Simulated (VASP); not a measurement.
Here is a VASP 6.6.1 calculation.

The input INCAR:

```
  ALGO = Normal
  EDIFF = 1E-6
  ENCUT = 520
  GGA = PE
  ISIF = 2
  ISMEAR = 0
  LASPH = True
  LCHARG = False
  LREAL = False
  LWAVE = False
  NBANDS = 20
  NELM = 80
  PREC = Accurate
  SIGMA = 0.1
```

KPOINTS

```
k-points
0
Gamma
  6 6 6
```

The input POSCAR:

```
Na2B3
1.0
    3.5209081000      0.0000000000      0.0000000000
    0.0000000000      3.5209081000      0.0000000000
    0.0000000000      0.0000000000      3.3295503100
Na B
2 3
Direct
    0.0000000000      0.0000000000      0.5000000000
    0.5000000000      0.5000000000      0.0000000000
    0.0000000000      0.0000000000      0.1540055500
    0.0000000000      0.0000000000      0.8459944500
    0.5000000000      0.5000000000      0.5000000000
```

Potentials or basis: VASP PAW PBE potentials, release 64 (Na_pv, B).

Command:

```bash
$ cat potpaw_PBE.64/Na_pv/POTCAR potpaw_PBE.64/B/POTCAR > POTCAR
$ mpirun -np 1 vasp_std > vasp.out
```

**Question.** Predict the band gap on the k mesh.

**Answer.** Zero (an odd number of electrons rules out a gap without spin polarisation).

**Question.** What does it give for the pressure?

**Answer.** 189.9 GPa.

Forces in eV/Å, atoms in the order of the input:
```
Na    0.000   0.000   0.000
Na    0.000   0.000   0.000
B     0.000   0.000  15.948
B     0.000   0.000 -15.948
B     0.000   0.000   0.000
```

Caveat: atoms lie so close that the PAW spheres overlap strongly, which falsifies energies and pressures; the cell stands under pressure; forces of over 1 eV/Å act on the atoms, so gaps and moduli don't describe the material at rest.
